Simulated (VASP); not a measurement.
Here is a VASP 6.6.1 calculation.

INCAR

```
SYSTEM = GaN
  PREC = Accurate
  ENCUT = 520
  EDIFF = 1E-7
  ISMEAR = -1
  SIGMA = 0.02
  LREAL = .False.
  LASPH = .True.
  NELM = 60
  ALGO = Normal
  ISIF = 2
  LWAVE = .False.
  LCHARG = .False.
  GGA = PE
  NBANDS = 16
```

File KPOINTS:

```
Automatic mesh
0
Gamma
  10 10 10
  0 0 0
```

The input POSCAR:

```
GaN
1.0
    0.0000000000      2.2489525436      2.3051763572
    2.2489525436      0.0000000000      2.3051763572
    2.2489525436      2.2489525436      0.0000000000
Ga N
1 1
Direct
    0.0000000000      0.0000000000      0.0000000000
    0.2500000000      0.2500000000      0.2500000000
```

Potentials or basis: VASP PAW PBE potentials, release 64 (Ga_d, N).

The run is started by

```console
$ cat potpaw_PBE.64/Ga_d/POTCAR potpaw_PBE.64/N/POTCAR > POTCAR
$ mpirun -np 1 vasp_std > vasp.out
```

(1) Estimate the band gap on the k mesh.

(2) Estimate the pressure.

Results:

(1) 1.56 eV, direct.

(2) 1.6 GPa.

Caveat: the cell differs from its parent crystal (uniaxial z strain +2.5%).
